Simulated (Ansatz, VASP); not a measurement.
One calculation of Mg4Au, two programs

```
Mg Au
1.0
     0.00288    0.00177   -4.63143
    -2.24970   -5.33975    0.00303
    -6.88379    5.39635    0.00240
Mg Au
8 2
Direct
  0.49978 0.28644 0.57263
  0.50002 0.78707 0.07270
  0.00082 0.53146 0.82293
  0.99923 0.03021 0.32190
  0.99921 0.96930 0.67742
  0.00046 0.46894 0.17808
  0.50061 0.21358 0.92730
  0.49994 0.71285 0.42712
  0.99971 0.49938 0.50042
  0.00021 0.00076 0.99951
```

Change from the starting cell: cell x2, atoms moved at random (sigma 0.1 Å) and cell strained at random (1.5 %), then relaxed without symmetry.

Alike in both runs: functional PBE; k mesh 6 × 4 × 4; occupations gaussian, width 0.2 eV; no spin polarisation.

Ansatz relaxed the structure, and its values are those at the end. VASP's run is a single point on that final structure, the one shown.

|  | VASP | Ansatz |
| --- | --- | --- |
| version | VASP 6.6.1 | Ansatz 0.2.0 |
| potentials or method | VASP PAW PBE potentials, release 64 (Mg, Au), cutoff 520 eV | scalar-relativistic, plane waves, PAW |
| valence electrons in the cell | 38 | 118 |

```csv
,VASP,Ansatz,Ansatz less VASP
gap on the k mesh at the Fermi level (eV),none,none,-
pressure (GPa),-0.1,0.0,+0.18
rms of the force components (eV/Å),0.006,0.006,+0.0001
```

A gap of «none» marks a metal or a gap that the smearing closes. With one functional, cell and mesh, what is left measures potentials, basis and numerics. VASP's potentials hold 38 valence electrons a cell and Ansatz's 118, so a difference there can come from the potentials and not from the codes.

Neither program's run includes spin-orbit coupling.
